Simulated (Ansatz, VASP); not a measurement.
**Zr2B: VASP beside Ansatz**

```
CELL_PARAMETERS angstrom
3.77075 0.00000 0.00000
0.00000 3.77075 0.00000
0.00000 0.00000 7.05912
ATOMIC_POSITIONS crystal
Zr 0.50000 0.00000 0.36867
Zr 0.00000 0.50000 0.63133
Zr 0.50000 0.50000 0.00000
Zr 0.00000 0.00000 0.00000
B 0.00000 0.50000 0.27346
B 0.50000 0.00000 0.72654
```

Change from the starting cell: species swapped into the TbSe2 type (P4/nmm, No. 129).

Alike in both runs: functional PBE; k mesh 10 × 10 × 6; occupations gaussian, width 0.1 eV; no spin polarisation.

Ansatz relaxed the structure, and its values are those at the end. VASP's run is a single point on that final structure, the one shown.

|  | VASP | Ansatz |
| --- | --- | --- |
| version | VASP 6.6.1 | Ansatz 0.2.0 |
| potentials or method | VASP PAW PBE potentials, release 64 (Zr_sv, B), cutoff 520 eV | scalar-relativistic, plane waves, PAW |
| valence electrons in the cell | 54 | 54 |

```tsv
	VASP	Ansatz	Ansatz less VASP
gap on the k mesh at the Fermi level (eV)	none	none	-
pressure (GPa)	0.1	0.0	-0.09
```

A gap of «none» marks a metal or a gap that the smearing closes.
